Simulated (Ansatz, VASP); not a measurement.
**Ta: VASP beside Ansatz**

File POSCAR:

```
Ta
1.0
   -1.6512800000      1.6512800000      1.5191776000
    1.6512800000     -1.6512800000      1.5191776000
    1.6512800000      1.6512800000     -1.5191776000
Ta
1
Direct
    0.0000000000      0.0000000000      0.0000000000
```

Contents of INCAR.step1:

```
ALGO = Normal
EDIFF = 1E-4
ENCUT = 520
GGA = PE
ISMEAR = 0
LASPH = True
LCHARG = False
LREAL = False
LWAVE = True
NBANDS = 12
NELM = 100
PREC = Accurate
SIGMA = 0.15
```

INCAR.step2

```
ALGO = Normal
EDIFF = 1E-6
ENCUT = 520
ISIF = 2
ISMEAR = 0
ISTART = 1
LASPH = True
LCHARG = False
LMIXTAU = True
LREAL = False
LWAVE = False
METAGGA = R2SCAN
NBANDS = 12
NELM = 100
PREC = Accurate
SIGMA = 0.15
```

KPOINTS

```
k-points
0
Gamma
  20 20 20
```

Input for Ansatz:

```yaml
crystal:
  lattice:
    - [-1.65128, 1.65128, 1.5191776]
    - [1.65128, -1.65128, 1.5191776]
    - [1.65128, 1.65128, -1.5191776]
  atoms:
    - { symbol: Ta, position: [0.0, 0.0, 0.0] }
basis:
  ecutwfc: 500
kpoints:
  mp_grid: { grid: [20, 20, 20] }
hamiltonian:
  xc: r2scan
scf:
  occupations: { method: gaussian, width: 0.15 }
output:
  forces: true
  stress: true
  eigenvalues: true
```

Change from the starting cell: strain +0.000 along x and y, -0.080 along z, atoms carried along.

Alike in both runs: task single point; functional r2SCAN; k mesh 20 × 20 × 20; occupations gaussian, width 0.15 eV; no spin polarisation.

```csv
,VASP,Ansatz
version,VASP 6.6.1,Ansatz 0.2.0
potentials or method,"VASP PAW PBE potentials, release 64 (Ta_pv), cutoff 520 eV","scalar-relativistic, plane waves, PAW"
valence electrons in the cell,11,13
```

Ansatz gave:

- gap on the k mesh at the Fermi level (eV): none
- pressure (GPa): 20.9
- traceless stress, the component that is largest in VASP (GPa): 6.23

Estimate VASP's values.

gap on the k mesh at the Fermi level (eV): none; pressure (GPa): 21.9; traceless stress, the component that is largest in VASP (GPa): 6.17.

VASP's potentials were made for PBE, not for r2SCAN. A gap of «none» marks a metal or a gap that the smearing closes. VASP's potentials hold 11 valence electrons a cell and Ansatz's 13, so a difference there can come from the potentials and not from the codes.

Neither program's run includes spin-orbit coupling.
